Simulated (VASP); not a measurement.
# LiF (P6_3mc) in VASP: a series of runs, part 2 of 2

VASP 6.6.1. Earlier steps stand in the parts before.

## 4. Single point, PBE (c/a of the conventional cell at fixed volume 1.5180)

The input, INCAR:

```
SYSTEM = LiF
ALGO     = Normal         ! electronic algorithm
EDIFF    = 1E-6           ! SCF threshold, eV
ENCUT    = 520            ! plane-wave cutoff, eV
GGA      = PE             ! functional
ISIF     = 2              ! what is computed and relaxed
ISMEAR   = 0              ! smearing method
LASPH    = .TRUE.         ! aspherical terms in the spheres
LCHARG   = .TRUE.         ! write CHGCAR
LELF     = .TRUE.         ! ELF
LREAL    = .FALSE.        ! projectors in reciprocal space
LVHAR    = .TRUE.       
LWAVE    = .FALSE.        ! write WAVECAR
NBANDS   = 18             ! bands
NELM     = 60             ! most SCF steps
PREC     = Accurate       ! precision mode
SIGMA    = 0.05           ! smearing width, eV
```

The input, KPOINTS:

```
k-points
0
G
  9 9 6
  0 0 0
```

The input, POSCAR:

```
LiF
1.0
    3.1599600852      0.0000000000      0.0000000000
   -1.5799800426      2.7366057088      0.0000000000
    0.0000000000      0.0000000000      4.7968194094
Li F
2 2
Direct
    0.3333333333      0.6666666667      0.4014716674
    0.6666666667      0.3333333333      0.9014716674
    0.3333333333      0.6666666667      0.9939266766
    0.6666666667      0.3333333333      0.4939266766
```

Started as:

```sh
cat potpaw_PBE.64/Li_sv/POTCAR potpaw_PBE.64/F/POTCAR > POTCAR
mpirun -np 1 vasp_std > vasp.out
```

Run time: 34 s. Hardware: 1 thread of AMD EPYC 9R45 (Zen 5), shared host; peak memory 0.13 GiB.

Results (log left out):

| Item | Value |
| --- | --- |
| Free energy | -19.2894 eV |
| Largest force | 0.124 eV/Å |
| Band gap on the k mesh | 7.46 eV, direct |

Forces on the atoms (eV/Å):
```
Li   0.000  0.000 -0.124
Li   0.000  0.000 -0.124
F    0.000  0.000  0.124
F    0.000  0.000  0.124
```

Levels at points of the mesh, in eV from the valence-band top:
| k point | band 6 | band 7 | band 8 | band 9 | band 10 | band 11 | band 12 | band 13 | band 14 | band 15 |
| --- | --- | --- | --- | --- | --- | --- | --- | --- | --- | --- |
| (0.00, 0.00, 0.00) | -0.64 | -0.64 | -0.31 | -0.31 | 0.00 | 7.46 | 11.89 | 14.91 | 17.82 | 17.82 |
| (0.00, 0.00, 0.50) | -1.16 | -0.48 | -0.48 | -0.48 | -0.48 | 9.22 | 9.22 | 17.29 | 17.29 | 18.06 |

Caveat: the cutoff is under 1.25 times the usual one of these potentials, so pressure, stress and relaxed cells hold a basis-set (Pulay) error. A k mesh can miss the band edges.

## 5. Single point, PBE (c/a of the conventional cell at fixed volume 1.4678)

The input, INCAR:

```
SYSTEM = LiF
PREC = Accurate
ENCUT = 520
EDIFF = 1E-6
ISMEAR = 0
SIGMA = 0.05
LREAL = .False.
LASPH = .True.
NELM = 60
ALGO = Normal
ISIF = 2
LWAVE = .False.
LCHARG = .False.
GGA = PE
NBANDS = 18
```

The input, KPOINTS:

```
Automatic mesh
0
Gamma
  9 9 6
  0 0 0
```

The input, POSCAR:

```
LiF
1.0
    3.1955814611      0.0000000000      0.0000000000
   -1.5977907305      2.7674547252      0.0000000000
    0.0000000000      0.0000000000      4.6904744686
Li F
2 2
Direct
    0.3333333333      0.6666666667      0.3810713234
    0.6666666667      0.3333333333      0.8810713234
    0.3333333333      0.6666666667      0.9939266766
    0.6666666667      0.3333333333      0.4939266766
```

Potentials or basis: VASP PAW PBE potentials, release 64 (Li_sv, F).

Started as:

```sh
cat potpaw_PBE.64/Li_sv/POTCAR potpaw_PBE.64/F/POTCAR > POTCAR
mpirun -np 1 vasp_std > vasp.out
```

OUTCAR:

```text
SYSTEM = LiF
   PREC = Accurate
   ENCUT = 520
   EDIFF = 1E-6
   ISMEAR = 0
   LREAL = .False.
   LASPH = .True.
   NELM = 60
   ISIF = 2
   GGA = PE

 ion  position               nearest neighbor table
   1  0.333  0.667  0.381-   3 1.82   4 1.92   4 1.92   4 1.92
   2  0.667  0.333  0.881-   4 1.82   3 1.92   3 1.92   3 1.92
   3  0.333  0.667  0.994-   1 1.82   2 1.92   2 1.92   2 1.92
   4  0.667  0.333  0.494-   2 1.82   1 1.92   1 1.92   1 1.92

  LATTYP: Found a hexagonal cell.
 ALAT       =     3.1955814611
 C/A-ratio  =     1.4678000000

  Lattice vectors:

 A1 = (   3.1955814611,   0.0000000000,   0.0000000000)
 A2 = (  -1.5977907305,   2.7674547252,   0.0000000000)
 A3 = (   0.0000000000,   0.0000000000,   4.6904744686)

Analysis of symmetry for initial positions (statically):
=====================================================================
 Subroutine PRICEL returns:
 Original cell was already a primitive cell.

 Routine SETGRP: Setting up the symmetry group for a
 hexagonal supercell.

[... 172 lines left out ...]

 E-fermi :  -2.3518     XC(G=0):  -8.6389

 val. band max:       -2.6157314358   @ k =   0.0000   0.0000   0.0000
 cond. band min:       4.9064528450   @ k =   0.0000   0.0000   0.0000
 fundamental gap:      7.5221842808
 Fermi energy:        -2.3518032702

 k-point     1 :       0.0000    0.0000    0.0000
  band No.  band energies     occupation
      1     -43.2329      2.00000
      2     -43.1913      2.00000
      3     -22.0349      2.00000
      4     -21.7765      2.00000
      5      -4.7026      2.00000
      6      -3.2019      2.00000
[... 481 lines left out ...]
      5      -4.5347      2.00000
      6      -3.8532      2.00000
[... 10 lines left out ...]
     17      15.7319      0.00000
     18      17.8352      0.00000

 [... further k-points ...]

------------------------ aborting loop because EDIFF is reached ----------------------------------------

  FORCE on cell =-STRESS in cart. coord.  units (eV):
  Direction    XX          YY          ZZ          XY          YZ          ZX
  --------------------------------------------------------------------------------------
  -------------------------------------------------------------------------------------
  Total       -0.5081799     -0.5081799      0.9946088     -0.0000000     -0.0000000      0.0000000
  in kB      -19.6282197    -19.6282197     38.4163130     -0.0000000     -0.0000000      0.0000000
  external PRESSURE =      -0.2800422 kB  Pullay stress =       0.0000000 kB

 VOLUME and BASIS-vectors are now :
 -----------------------------------------------------------------------------
  energy-cutoff  :      520.00
  volume of cell :       41.48
      direct lattice vectors                 reciprocal lattice vectors
     3.195581461  0.000000000  0.000000000     0.312932095  0.180671429  0.000000000
    -1.597790731  2.767454725  0.000000000     0.000000000  0.361342858  0.000000000
     0.000000000  0.000000000  4.690474469     0.000000000  0.000000000  0.213198048

 POSITION                                       TOTAL-FORCE (eV/Angst)
 -----------------------------------------------------------------------------------
     -0.00000      1.84497      1.78741        -0.000000     -0.000000      0.272306
      1.59779      0.92248      4.13264         0.000000      0.000000      0.272306
     -0.00000      1.84497      4.66199         0.000000     -0.000000     -0.272306
      1.59779      0.92248      2.31675        -0.000000      0.000000     -0.272306
 -----------------------------------------------------------------------------------
    total drift:                               -0.000000     -0.000000     -0.005710

  FREE ENERGIE OF THE ION-ELECTRON SYSTEM (eV)
  ---------------------------------------------------
  free  energy   TOTEN  =       -19.2681395741 eV

  energy  without entropy=      -19.2681395741  energy(sigma->0) =      -19.26813957
```

stdout:

```text
POSCAR found type information on POSCAR LiF
 POSCAR found :  2 types and       4 ions
 scaLAPACK will be used
 LDA part: xc-table for (Slater+PW92), standard interpolation
 POSCAR, INCAR and KPOINTS ok, starting setup
 FFT: planning ... GRIDC
 FFT: planning ... GRID_SOFT
 FFT: planning ... GRID
 WAVECAR not read
 entering main loop
```

Run time: 27 s. Hardware: 1 thread of AMD EPYC 9R45 (Zen 5), shared host; peak memory 0.13 GiB.

What came out:

* Free energy: -19.2681 eV
* Largest force: 0.272 eV/Å
* Band gap on the k mesh: 7.52 eV, direct

Forces in eV/Å, atoms in the order of the input:
```
Li   0.000  0.000  0.272
Li   0.000  0.000  0.272
F    0.000  0.000 -0.272
F    0.000  0.000 -0.272
```

Levels at points of the mesh, in eV from the valence-band top:
```tsv
k point	band 7	band 8	band 9	band 10	band 11	band 12	band 13	band 14
(0.00, 0.00, 0.00)	-0.59	-0.20	-0.20	0.00	7.52	12.11	15.17	17.68
(0.00, 0.00, 0.50)	-0.39	-0.39	-0.39	-0.39	9.27	9.27	17.80	17.80
```

Caveat: the cutoff is under 1.25 times the usual one of these potentials, so pressure, stress and relaxed cells hold a basis-set (Pulay) error.

## 6. Single point, PBE (c/a of the conventional cell at fixed volume 1.6685)

The input, INCAR:

```
SYSTEM = LiF
PREC     = Accurate       ! precision mode
ENCUT    = 520            ! plane-wave cutoff, eV
EDIFF    = 1E-6           ! SCF threshold, eV
ISMEAR   = 0              ! smearing method
SIGMA    = 0.05           ! smearing width, eV
LREAL    = .FALSE.        ! projectors in reciprocal space
LASPH    = .TRUE.         ! aspherical terms in the spheres
NELM     = 80             ! most SCF steps
ALGO     = Normal         ! electronic algorithm
ISIF     = 2              ! what is computed and relaxed
LWAVE    = .FALSE.        ! write WAVECAR
LCHARG   = .FALSE.        ! write CHGCAR
GGA      = PE             ! functional
NBANDS   = 18             ! bands
```

The input, KPOINTS:

```
regular mesh
0
G
  9 9 6
  0 0 0
```

The input, POSCAR:

```
LiF
1.0
    3.0619407579      0.0000000000      0.0000000000
   -1.5309703789      2.6517184812      0.0000000000
    0.0000000000      0.0000000000      5.1088481545
Li F
2 2
Direct
    0.3333333333      0.6666666667      0.3606709794
    0.6666666667      0.3333333333      0.8606709794
    0.3333333333      0.6666666667      0.9939266766
    0.6666666667      0.3333333333      0.4939266766
```

Potentials or basis: VASP PAW PBE potentials, release 64 (Li_sv, F).

Started as:

```sh
cat potpaw_PBE.64/Li_sv/POTCAR potpaw_PBE.64/F/POTCAR > POTCAR
mpirun -np 1 vasp_std > vasp.out
```

Wall time 30 s (1 thread of AMD EPYC 9R45 (Zen 5), shared host); peak memory 0.13 GiB.

The run converged. Its results:

| Property | Result |
| --- | --- |
| Free energy | -19.2806 eV |
| Largest force | 0.118 eV/Å |
| Band gap on the k mesh | 7.62 eV, direct |

Forces on the atoms (eV/Å):
```
Li   0.000  0.000  0.118
Li   0.000  0.000  0.118
F    0.000  0.000 -0.118
F    0.000  0.000 -0.118
```

Levels at points of the mesh, in eV from the valence-band top:
| k point | band 8 | band 9 | band 10 | band 11 | band 12 | band 13 |
| --- | --- | --- | --- | --- | --- | --- |
| (0.00, 0.00, 0.00) | -0.13 | 0.00 | 0.00 | 7.62 | 11.54 | 14.50 |
| (0.00, 0.00, 0.50) | -0.12 | -0.12 | -0.12 | 9.16 | 9.16 | 16.88 |

Caveat: the cutoff is under 1.25 times the usual one of these potentials, so pressure, stress and relaxed cells hold a basis-set (Pulay) error.

## 7. Overview

| cell | gap on the mesh (eV) | largest force (eV/Å) |
| --- | --- | --- |
| a = 3.160, b = 3.160, c = 4.797 Å, angles 90.0, 90.0, 120.0°, 4 atoms | 7.46 | 0.12 |
| a = 3.062, b = 3.062, c = 5.109 Å, angles 90.0, 90.0, 120.0°, 4 atoms | 7.62 | 0.12 |
| a = 3.196, b = 3.196, c = 4.690 Å, angles 90.0, 90.0, 120.0°, 4 atoms | 7.52 | 0.27 |

Some of these runs hold the atoms at other places in the same cell, which the table doesn't show; runs alike in all that it shows share one row.

Alike in all rows: task single point; level PBE; potentials or basis VASP PAW PBE potentials, release 64 (Li_sv, F); no spin polarisation; k mesh 9 × 9 × 6; cutoff (eV) 520; smearing gaussian 0.05 eV.

Caveats: the cutoff is under 1.25 times the usual one of these potentials, so pressure, stress and relaxed cells hold a basis-set (Pulay) error.

Absolute energies hang on the potentials; compare differences alone.
